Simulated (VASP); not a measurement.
# Ta5AlB2 in VASP: further runs

Runs on Ta5AlB2. Level: PBE. Tasks: single point.

Everything below comes from runs of VASP 6.6.1. Logs are shortened: lines on timing, memory, paths and dates and some standing lists are left out, and cuts for length are marked.

### 1 The cell of the first run

The typed cell holds 8 atoms: a = 4.340 Å, b = 4.339 Å, c = 6.981 Å, α = 108.15°, β = 108.08°, γ = 90.00°.

### 2 Single point, PBE

INCAR

```
ALGO = Normal ; EDIFF = 1E-6
ENCUT = 500 ; GGA = PE
GGA_COMPAT = False ; ISIF = 2
ISMEAR = 0 ; LASPH = True
LCHARG = False ; LREAL = False
LWAVE = False ; NBANDS = 42
NELM = 120 ; PREC = Accurate
SIGMA = 0.2
```

KPOINTS

```
k-points
0
Gamma
  6 6 6
```

POSCAR

```
Ta5AlB2
1.0
   -0.0001065128     -4.3398988251      0.0012005960
    4.3393541708      0.0000944758     -0.0014768962
   -2.1719442444      2.1679041049      6.2701930468
Ta Al B
5 1 2
Direct
    0.6464669731      0.1470271781      0.2934384336
    0.8535189397      0.3529220705      0.7065611226
    0.3535392225      0.8529908709      0.7065645025
    0.1464819243      0.6470365452      0.2934353699
    0.0000222704     -0.0000153876      0.0000337264
    0.4999952276      0.5000031449     -0.0000206729
    0.2370420603      0.2372761157      0.4742667896
    0.7629333821      0.7627594623      0.5257207283
```

Potentials or basis: VASP PAW PBE potentials, release 64 (Ta_pv, Al, B).

Command:

```console
> cat potpaw_PBE.64/Ta_pv/POTCAR potpaw_PBE.64/Al/POTCAR potpaw_PBE.64/B/POTCAR > POTCAR
> mpirun -np 1 vasp_std > vasp.out
```

OUTCAR:

```text
EDIFF = 1E-6
   ENCUT = 500
   GGA = PE
   ISIF = 2
   ISMEAR = 0
   LASPH = True
   LREAL = False
   NELM = 120
   PREC = Accurate

 ion  position               nearest neighbor table
   1  0.646  0.147  0.293-   7 2.45   7 2.45   2 2.59   8 2.61   8 2.62   5 2.84   6 2.84   5 2.84
                             6 2.84   4 3.07   4 3.07   4 3.07   4 3.07
   2  0.854  0.353  0.707-   8 2.45   8 2.45   1 2.59   7 2.61   7 2.62   5 2.84   6 2.84   6 2.84
                             5 2.84   3 3.07   3 3.07   3 3.07   3 3.07
   3  0.354  0.853  0.707-   8 2.45   8 2.45   4 2.59   7 2.61   7 2.62   6 2.84   6 2.84   5 2.85
                             5 2.85   2 3.07   2 3.07   2 3.07   2 3.07
   4  0.146  0.647  0.293-   7 2.45   7 2.45   3 2.59   8 2.61   8 2.62   5 2.84   5 2.84   6 2.84
                             6 2.85   1 3.07   1 3.07   1 3.07   1 3.07
   5  0.000  1.000  0.000-   4 2.84   4 2.84   1 2.84   2 2.84   1 2.84   2 2.84   3 2.85   3 2.85
                             6 3.07   6 3.07   6 3.07   6 3.07
   6  0.500  0.500  1.000-   3 2.84   3 2.84   2 2.84   1 2.84   1 2.84   2 2.84   4 2.84   4 2.85
                             5 3.07   5 3.07   5 3.07   5 3.07
   7  0.237  0.237  0.474-   4 2.45   1 2.45   4 2.45   1 2.45   3 2.61   2 2.61   2 2.62   3 2.62

   8  0.763  0.763  0.526-   2 2.45   3 2.45   3 2.45   2 2.45   1 2.61   4 2.61   4 2.62   1 2.62

  LATTYP: Found a triclinic cell.
 ALAT       =     4.3393544232
 B/A-ratio  =     1.4142694855
 C/A-ratio  =     1.6092825534
 COS(alpha) =     0.0000178927
 COS(beta)  =     0.3113497589
 COS(gamma) =     0.7070460020

  Lattice vectors:

 A1 = (   4.3393541708,   0.0000944758,  -0.0014768962)
 A2 = (   4.3392476580,  -4.3398043493,  -0.0002763002)
 A3 = (   2.1720507572,   2.1719947202,  -6.2713936428)

Analysis of symmetry for initial positions (statically):
=====================================================================
 Subroutine PRICEL returns:
 Original cell was already a primitive cell.

 Routine SETGRP: Setting up the symmetry group for a
 triclinic supercell.

 Subroutine GETGRP returns: Found  1 space group operations
 (whereof  1 operations were pure point group operations)
 out of a pool of  2 trial point group operations.

The static configuration has the point symmetry C_1 .

Analysis of symmetry for dynamics (positions and initial velocities):
=====================================================================
 Subroutine PRICEL returns:
 Original cell was already a primitive cell.

 Routine SETGRP: Setting up the symmetry group for a
 triclinic supercell.

 Subroutine GETGRP returns: Found  1 space group operations
 (whereof  1 operations were pure point group operations)
 out of a pool of  2 trial point group operations.

The dynamic configuration has the point symmetry C_1 .

 Subroutine INISYM returns: Found  1 space group operations
 (whereof  1 operations are pure point group operations),
 and found     1 'primitive' translations

----------------------------------------------------------------------------------------

                                     Primitive cell

  volume of cell :     118.0799

  direct lattice vectors                    reciprocal lattice vectors
    -0.000106513 -4.339898825  0.001200596     0.000032132 -0.230398079  0.079670710
     4.339354171  0.000094476 -0.001476896     0.230476209  0.000016428  0.079829418
    -2.171944244  2.167904105  6.270193047     0.000054281  0.000044120  0.159488271

  length of vectors
     4.339898992  4.339354423  6.980864621     0.243784121  0.243909859  0.159488286

  position of ions in fractional coordinates (direct lattice)
     0.646466973  0.147027178  0.293438434
     0.853518940  0.352922071  0.706561123
     0.353539222  0.852990871  0.706564503
     0.146481924  0.647036545  0.293435370
     0.000022270  0.999984612  0.000033726
     0.499995228  0.500003145  0.999979327
     0.237042060  0.237276116  0.474266790
     0.762933382  0.762759462  0.525720728

  ion indices of the primitive-cell ions
   primitive index   ion index
                 1           1
                 2           2
                 3           3
                 4           4
                 5           5
                 6           6
                 7           7
                 8           8

----------------------------------------------------------------------------------------

 KPOINTS: k-points

Automatic generation of k-mesh.
 Grid dimensions read from file:
 generate k-points for:    6    6    6

 Generating k-lattice:

  Cartesian coordinates                     Fractional coordinates (reciprocal lattice)
     0.000005355 -0.038399680  0.013278452     0.166666667  0.000000000 -0.000000000
     0.038412701  0.000002738  0.013304903     0.000000000  0.166666667 -0.000000000
     0.000009047  0.000007353  0.026581378     0.000000000  0.000000000  0.166666667

  Length of vectors
     0.040630687  0.040651643  0.026581381

  Shift w.r.t. Gamma in fractional coordinates (k-lattice)
     0.000000000  0.000000000  0.000000000

 Subroutine IBZKPT returns following result:
 ===========================================

 Found    112 irreducible k-points:

 Following reciprocal coordinates:
            Coordinates               Weight
  0.000000  0.000000  0.000000      1.000000
  0.166667 -0.000000  0.000000      2.000000
  0.333333  0.000000  0.000000      2.000000
  0.500000  0.000000  0.000000      1.000000
  0.000000  0.166667  0.000000      2.000000
  0.166667  0.166667  0.000000      2.000000
[... 16 lines left out ...]
  0.333333  0.000000  0.166667      2.000000
  0.500000  0.000000  0.166667      2.000000
 [... further k-points ...]
   k-points           NKPTS =    112   k-points in BZ     NKDIM =    112   number of bands    NBANDS=     42
   number of dos      NEDOS =    301   number of ions     NIONS =      8
   total plane-waves  NPLWV =  55296
   dimension x,y,z NGX =    32 NGY =   32 NGZ =   54
   dimension x,y,z NGXF=    64 NGYF=   64 NGZF=  108
   ions per type =               5   1   2
   NGX,Y,Z   is equivalent  to a cutoff of  12.26, 12.26, 12.86 a.u.
   NGXF,Y,Z  is equivalent  to a cutoff of  24.52, 24.52, 25.72 a.u.
 SYSTEM =  unknown system
   PREC   = accura    normal or accurate (medium, high low for compatibility)
   ISTART =      0    job   : 0-new  1-cont  2-samecut
   ICHARG =      2    charge: 1-file 2-atom 10-const
   ISPIN  =      1    spin polarized calculation?
   LNONCOLLINEAR =      F non collinear calculations
   LSORBIT =      F    spin-orbit coupling
   LASPH  =      T    aspherical Exc in radial PAW
   ENCUT  =  500.0 eV  36.75 Ry    6.06 a.u.   7.91  7.91 12.73*2*pi/ulx,y,z
   NELM   =    120;   NELMIN=  2; NELMDL= -5     # of ELM steps
   EDIFF  = 0.1E-05   stopping-criterion for ELM
   LREAL  =      F    real-space projection
   EDIFFG = 0.1E-04   stopping-criterion for IOM
   NSW    =      0    number of steps for IOM
   IBRION =     -1    ionic relax: 0-MD 1-quasi-New 2-CG
   NFREE  =      0    steps in history (QN), initial steepest desc. (CG)
   ISIF   =      2    stress and relaxation
   ISYM   =      2    0-nonsym 1-usesym 2-fastsym
   POTIM  = 0.5000    time-step for ionic-motion
   TEBEG  =    0.0;   TEEND  =   0.0 temperature during run
   PSTRESS=    0.0 pullay stress
   NELECT =      64.0000    total number of electrons
   NUPDOWN=      -1.0000    fix difference up-down
   EMIN   =  10.00;   EMAX   =-10.00  energy-range for DOS
   EFERMI =   0.00;   METHOD = LEGACY
   ISMEAR =     0;   SIGMA  =   0.20  broadening in eV -4-tet -1-fermi 0-gaus
   EFERMI_NEDOS =   21; number of points for ismear=-14 and -15
   IALGO  =     38    algorithm
   IMIX   =      4    mixing-type and parameters
     AMIX     =   0.40;   BMIX     =  1.00
     AMIX_MAG =   1.60;   BMIX_MAG =  1.00
  volume/ion in A,a.u.               =      14.76        99.61
  Fermi-wavevector in a.u.,A,eV,Ry     =   1.334779  2.522367 24.240631  1.781636
  Thomas-Fermi vector in A             =   2.463534
   LORBIT       =      0    0 simple, 1 ext, 2 COOP (PROOUT), +10 PAW based schemes
   GGA     = PE    functional components
   LHFCALC =     F    Hartree Fock is set to
   AEXX    =    0.0000 exact exchange contribution
   IVDW    =     0    specifies the selected vdW correction
   LEPSILON=     F    determine dielectric tensor
   LRPA    =     F    only Hartree local field effects (RPA)
 non-spin polarized calculation
 Gauss-broadening in eV      SIGMA  =   0.20
  energy-cutoff  :      500.00
  volume of cell :      118.08
 maximum number of plane-waves:      3016
   NGX = 15   NGY = 15   NGZ = 25

 number of electron      63.9999995 magnetization

 Free energy of the ion-electron system (eV)
  ---------------------------------------------------
  ext. energy  EPLUGINS =         0.00000000
  ---------------------------------------------------
  free energy    TOTEN  =       -76.40395196 eV

  energy without entropy =      -76.31510081  energy(sigma->0) =      -76.35952639

 E-fermi :   6.2830     XC(G=0): -12.3460

 val. band max:        6.2752557627   @ k =  -0.1667  -0.1667   0.1667
 cond. band min:       6.2931557460   @ k =   0.3333   0.0000   0.3333
 fundamental gap:      0.0178999833
 Fermi energy:         6.2830124521

 k-point     1 :       0.0000    0.0000    0.0000
  band No.  band energies     occupation
      1     -28.2831      2.00000
      2     -28.1357      2.00000
      3     -28.0135      2.00000
      4     -28.0134      2.00000
      5     -27.9278      2.00000
      6     -27.9278      2.00000
[... 34 lines left out ...]
     41      10.4884      0.00000
     42      10.9260      0.00000

 k-point     2 :       0.1667   -0.0000    0.0000
  band No.  band energies     occupation
      1     -28.3038      2.00000
      2     -28.1480      2.00000
      3     -28.0064      2.00000
      4     -27.9761      2.00000
      5     -27.9610      2.00000
      6     -27.8905      2.00000
[... 979 lines left out ...]
     41       9.4735      0.00000
     42       9.8166      0.00000

 k-point    24 :       0.5000    0.0000    0.1667
  band No.  band energies     occupation
      1     -28.3106      2.00000
      2     -28.2341      2.00000
      3     -27.9794      2.00000
      4     -27.9624      2.00000
      5     -27.7962      2.00000
      6     -27.7462      2.00000
[... 34 lines left out ...]
     41       9.3540      0.00000
     42       9.9592      0.00000

 [... further k-points ...]

------------------------ aborting loop because EDIFF is reached ----------------------------------------

  FORCE on cell =-STRESS in cart. coord.  units (eV):
  Direction    XX          YY          ZZ          XY          YZ          ZX
  --------------------------------------------------------------------------------------
  -------------------------------------------------------------------------------------
  Total        0.1946486      0.1771840      0.1632017     -0.0037694      0.0129403      0.0124733
  in kB        2.6411067      2.4041366      2.2144172     -0.0511456      0.1755813      0.1692451
  external PRESSURE =       2.4198868 kB  Pullay stress =       0.0000000 kB

 VOLUME and BASIS-vectors are now :
 -----------------------------------------------------------------------------
  energy-cutoff  :      500.00
  volume of cell :      118.08
      direct lattice vectors                 reciprocal lattice vectors
    -0.000106513 -4.339898825  0.001200596     0.000032132 -0.230398079  0.079670710
     4.339354171  0.000094476 -0.001476896     0.230476209  0.000016428  0.079829418
    -2.171944244  2.167904105  6.270193047     0.000054281  0.000044120  0.159488271

 POSITION                                       TOTAL-FORCE (eV/Angst)
 -----------------------------------------------------------------------------------
      0.00060     -2.16944      1.84047        -0.000916     -0.000824     -0.020560
     -0.00325     -2.17240      4.43078         0.003214      0.000224      0.021557
      2.16677     -0.00248      4.42946        -0.000228      0.001226      0.020883
      2.17038      0.00048      1.83912        -0.000884     -0.000255     -0.020193
      4.33921      0.00007     -0.00127         0.001490      0.000229     -0.002801
     -0.00226     -0.00202      6.26993        -0.000503      0.000124      0.001206
     -0.00048     -0.00055      2.97368        -0.000843      0.000243     -0.002163
      2.16797     -2.17127      3.29616        -0.001330     -0.000967      0.002072
 -----------------------------------------------------------------------------------
    total drift:                               -0.000002      0.000002     -0.000195

  FREE ENERGIE OF THE ION-ELECTRON SYSTEM (eV)
  ---------------------------------------------------
  free  energy   TOTEN  =       -76.4039519611 eV

  energy  without entropy=      -76.3151008140  energy(sigma->0) =      -76.35952639
```

Wall time 7.6 min (1 thread of Oxide Virtual Turin-like, shared host); peak memory 0.48 GiB.

Results:

| Quantity | Value |
| --- | --- |
| Free energy | -76.4040 eV |
| Pressure | 0.2 GPa |
| Largest force | 0.022 eV/Å |
| Band gap on the k mesh | zero (bands 32 and 33 overlap by 0.74 eV) |

Forces on the atoms (eV/Å):
```
Ta  -0.001 -0.001 -0.021
Ta   0.003  0.000  0.022
Ta   0.000  0.001  0.021
Ta  -0.001  0.000 -0.020
Ta   0.001  0.000 -0.003
Al  -0.001  0.000  0.001
B   -0.001  0.000 -0.002
B   -0.001 -0.001  0.002
```

Levels at points of the mesh, in eV from the Fermi level:
```csv
k point,band 30,band 31,band 32,band 33,band 34,band 35
"(0.00, 0.00, 0.00)",-0.87,-0.56,-0.56,-0.47,1.58,1.87
"(0.50, 0.00, 0.00)",-0.70,-0.35,0.27,0.39,0.52,1.00
"(0.00, 0.50, 0.00)",-0.70,-0.35,0.27,0.39,0.52,1.00
"(0.50, 0.50, 0.00)",-0.70,-0.37,-0.26,-0.12,0.05,0.74
"(0.00, 0.00, 0.50)",-0.69,-0.30,-0.30,0.81,1.10,2.00
"(0.50, 0.00, 0.50)",-0.70,-0.35,0.27,0.39,0.52,1.00
"(0.00, 0.50, 0.50)",-0.70,-0.35,0.27,0.39,0.52,1.00
"(0.50, 0.50, 0.50)",-0.70,-0.37,-0.26,-0.12,0.05,0.74
```

Caveat: spin-orbit coupling is left out, which moves the levels of the heavy elements.

### 3 Single point, PBE (15.65 Å³/atom)

This run uses another cell than the first one, of 15.65 Å³/atom.

INCAR

```
SYSTEM = Ta5AlB2
PREC     = Accurate       ! precision mode
ENCUT    = 500            ! plane-wave cutoff, eV
EDIFF    = 1E-6           ! SCF threshold, eV
ISMEAR   = 0              ! smearing method
SIGMA    = 0.1            ! smearing width, eV
LREAL    = .False.        ! projectors in reciprocal space
LASPH    = .True.         ! aspherical terms in the spheres
NELM     = 120            ! most SCF steps
ALGO     = Normal         ! electronic algorithm
ISIF     = 2              ! what is computed and relaxed
LWAVE    = .False.        ! write WAVECAR
LCHARG   = .True.         ! write CHGCAR
GGA      = PE             ! functional
LELF     = .True.         ! ELF
LVHAR    = .True.       
NBANDS   = 42             ! bands
GGA_COMPAT= .False.
```

KPOINTS

```
Automatic mesh
0
Gamma
  10 10 10
  0 0 0
```

POSCAR

```
Ta5AlB2
1.0
   -2.2105739749      2.2105739749      6.4038278822
    2.2105739749     -2.2105739749      6.4038278822
    2.2105739749      2.2105739749     -6.4038278822
Ta Al B
5 1 2
Direct
    0.6477720490      0.1477720490      0.5000000000
    0.8522279510      0.3522279510      0.5000000000
    0.3522279510      0.8522279510      0.5000000000
    0.1477720490      0.6477720490      0.5000000000
    0.0000000000      0.0000000000      0.0000000000
    0.5000000000      0.5000000000      0.0000000000
    0.2356040653      0.2356040653      0.0000000000
    0.7643959347      0.7643959347      0.0000000000
```

Potentials or basis: VASP PAW PBE potentials, release 64 (Ta_pv, Al, B).

Command:

```console
> cat potpaw_PBE.64/Ta_pv/POTCAR potpaw_PBE.64/Al/POTCAR potpaw_PBE.64/B/POTCAR > POTCAR
> mpirun -np 1 vasp_std > vasp.out
```

Wall time 18 min (1 thread of Oxide Virtual Turin-like, shared host); peak memory 0.64 GiB.

The run converged. Its results:

```yaml
Free_energy: -76.1478 eV
Pressure: -10.1 GPa
Largest_force: 0.012 eV/Å
Band_gap_on_the_k_mesh: zero (bands 32 and 33 overlap by 0.81 eV)
```

Forces on the atoms (eV/Å):
```
Ta   0.000  0.000 -0.012
Ta   0.000  0.000  0.012
Ta   0.000  0.000  0.012
Ta   0.000  0.000 -0.012
Ta   0.000  0.000  0.000
Al   0.000  0.000  0.000
B    0.000  0.000  0.008
B    0.000  0.000 -0.008
```

Levels at points of the mesh, in eV from the Fermi level:
```
           k point  band 29  band 30  band 31  band 32  band 33  band 34  band 35  band 36
(0.00, 0.00, 0.00)    -0.85    -0.85    -0.55    -0.52    -0.52     1.53     1.73     3.11
(0.50, 0.00, 0.00)    -0.63    -0.60    -0.32     0.30     0.35     0.48     1.01     1.31
(0.50, 0.50, 0.00)    -0.69    -0.59    -0.26    -0.25    -0.04     0.08     0.77     1.41
(0.50, 0.50, 0.50)    -0.69    -0.69    -0.27    -0.27     0.58     0.93     1.81     2.08
```

Caveat: the cell stands under tension; spin-orbit coupling is left out, which moves the levels of the heavy elements.
